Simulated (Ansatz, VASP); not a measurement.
## H: VASP beside Ansatz

INCAR

```
SYSTEM = H
ALGO     = Normal         ! electronic algorithm
EDIFF    = 1E-6           ! SCF threshold, eV
ENCUT    = 500            ! plane-wave cutoff, eV
GGA      = PE             ! functional
GGA_COMPAT= .False.      
ISIF     = 2              ! what is computed and relaxed
ISMEAR   = 0              ! smearing method
LASPH    = .True.         ! aspherical terms in the spheres
LCHARG   = .False.        ! write CHGCAR
LREAL    = .False.        ! projectors in reciprocal space
LWAVE    = .False.        ! write WAVECAR
NBANDS   = 6              ! bands
NELM     = 120            ! most SCF steps
PREC     = Accurate       ! precision mode
SIGMA    = 0.1            ! smearing width, eV
```

Contents of KPOINTS:

```
k-points
0
Gamma
  8 8 22
  0 0 0
```

Contents of POSCAR:

```
H
1.0
    2.6496387389      0.0000000000      0.0000000000
    0.0000000000      2.6496387389      0.0000000000
    0.0000000000      0.0000000000      0.9804929200
H
1
Direct
    0.0000000000      0.0000000000      1.0099475884
```

Input for Ansatz:

```yaml
crystal:
  lattice:
    - [2.6496387389, 0.0, 0.0]
    - [0.0, 2.6496387389, 0.0]
    - [0.0, 0.0, 0.98049292]
  atoms:
    - { symbol: H, position: [0.0, 0.0, 1.0099475884] }
basis:
  ecutwfc: 420
kpoints:
  mp_grid: { grid: [8, 8, 22] }
hamiltonian:
  xc: pbe
scf:
  occupations: { method: gaussian, width: 0.1 }
  max_iter: 30
  convergence: { dr2_threshold: "1e-11 eV" }
output:
  forces: true
  stress: true
  eigenvalues: true
```

Alike in both runs: task single point; functional PBE; k mesh 8 × 8 × 22; occupations gaussian, width 0.1 eV; no spin polarisation.

```csv
,VASP,Ansatz
version,VASP 6.6.1,Ansatz 0.2.0
potentials or method,"VASP PAW PBE potentials, release 64 (H), cutoff 500 eV","scalar-relativistic, plane waves, PAW"
valence electrons in the cell,1,1
```

|  | VASP | Ansatz | Ansatz less VASP |
| --- | --- | --- | --- |
| pressure (GPa) | 1.4 | 1.8 | +0.36 |
| traceless stress, the component that is largest in VASP (GPa) | -1.71 | -1.75 | -0.039 |
